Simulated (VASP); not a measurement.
# Sn2TeO2: single point with PBE

The system is Sn2TeO2.

```
CELL_PARAMETERS angstrom
3.81505 0.00000 0.00000
-1.90752 3.30393 0.00000
0.00000 0.00000 9.10257
ATOMIC_POSITIONS crystal
Sn 0.00000 0.00000 0.32859
Sn 0.00000 0.00000 0.67141
Te 0.00000 0.00000 0.00000
O 0.33333 0.66667 0.00000
O 0.66667 0.33333 0.00000
```

The cell was generated, and may not be a known phase.

```
Program                : VASP 6.6.1
Task                   : single point
Functional             : PBE
Potentials or basis    : VASP PAW PBE potentials, release 64 (Sn_d, Te, O)
Cutoff                 : 520 eV
k mesh                 : 12 × 12 × 4
Occupations            : gaussian, width 0.1 eV
Spin                   : no spin polarisation
Dipole correction      : no
Further INCAR settings : ALGO = Normal; EDIFF = 1e-07; NBANDS = 31
```

```
Pressure               : -0.3 GPa
Band gap on the k mesh : zero (bands 23 and 24 overlap by 3.04 eV)
```

Stress tensor (GPa, compression positive):
```
-0.40  0.00  0.00
 0.00 -0.40  0.00
 0.00  0.00 -0.10
```

Levels at points of the mesh, in eV from the Fermi level:
```csv
k point,band 20,band 21,band 22,band 23,band 24,band 25,band 26,band 27
"(0.00, 0.00, 0.00)",-4.18,-1.11,-0.61,0.65,3.92,3.92,4.97,4.97
"(0.50, 0.00, 0.00)",-2.00,-1.02,-0.69,-0.33,-0.26,1.23,2.15,3.17
"(0.00, 0.00, 0.50)",-4.18,-1.06,-0.61,2.78,2.90,3.91,3.91,4.89
"(0.50, 0.00, 0.50)",-1.88,-1.13,-1.11,-0.27,-0.26,2.10,3.24,3.41
```

Run time: 2.3 min on 1 thread of Intel(R) Xeon(R) 6975P-C (Granite Rapids), with other jobs on the host, peak memory 0.34 GiB.

Caveat: spin-orbit coupling is left out, which moves the levels of the heavy elements.
